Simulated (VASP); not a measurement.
Here is a VASP 6.6.1 calculation.

Contents of INCAR:

```
SYSTEM = Na
AGGAC = 1.0
AGGAX = 1.0
ALDAC = 0.0
ALDAX = 1.0
ALGO = Normal
EDIFF = 1E-6
EDIFFG = -0.01
ENCUT = 600
GGA = B5
IBRION = 2
ISIF = 3
ISMEAR = -1
LASPH = .True.
LCHARG = .False.
LREAL = .False.
LWAVE = .False.
NELM = 100
NSW = 80
PREC = Accurate
SIGMA = 0.1
```

The input KPOINTS:

```
k-points
0
Gamma
  10 10 10
  0 0 0
```

Contents of POSCAR:

```
Na
1.0
    0.0000000000      2.6615832179      2.6615832179
    2.6615832179      0.0000000000      2.6615832179
    2.6615832179      2.6615832179      0.0000000000
Na
1
Direct
    0.0000000000      0.0000000000      0.0000000000
```

Potentials or basis: VASP PAW PBE potentials, release 64 (Na_pv).

Command:

```bash
$ cat potpaw_PBE.64/Na_pv/POTCAR > POTCAR
$ mpirun -np 1 vasp_std > vasp.out
```

What does it give for the relaxed cell?

a = 3.754 Å, b = 3.754 Å, c = 3.754 Å, α = 60.00°, β = 60.00°, γ = 60.00°.

Estimate the space group after relaxing (to 0.1 Å).

Fm-3m (No. 225).

What does it give for the relaxed volume?

37.42 Å³/atom.

Predict the band gap on the k mesh.

zero (an odd number of electrons rules out a gap without spin polarisation).

Final structure:
```cif
data_structure
_symmetry_space_group_name_H-M 'P 1'
_symmetry_Int_Tables_number 1
_cell_length_a 3.7544
_cell_length_b 3.7544
_cell_length_c 3.7544
_cell_angle_alpha 60.000
_cell_angle_beta 60.000
_cell_angle_gamma 60.000
_cell_volume 37.42
loop_
_atom_site_label
_atom_site_type_symbol
_atom_site_fract_x
_atom_site_fract_y
_atom_site_fract_z
_atom_site_occupancy
Na1 Na 0.00000 0.00000 0.00000 1
```

Caveat: the PAW data sets were made with another functional, which shifts forces and pressure a little.
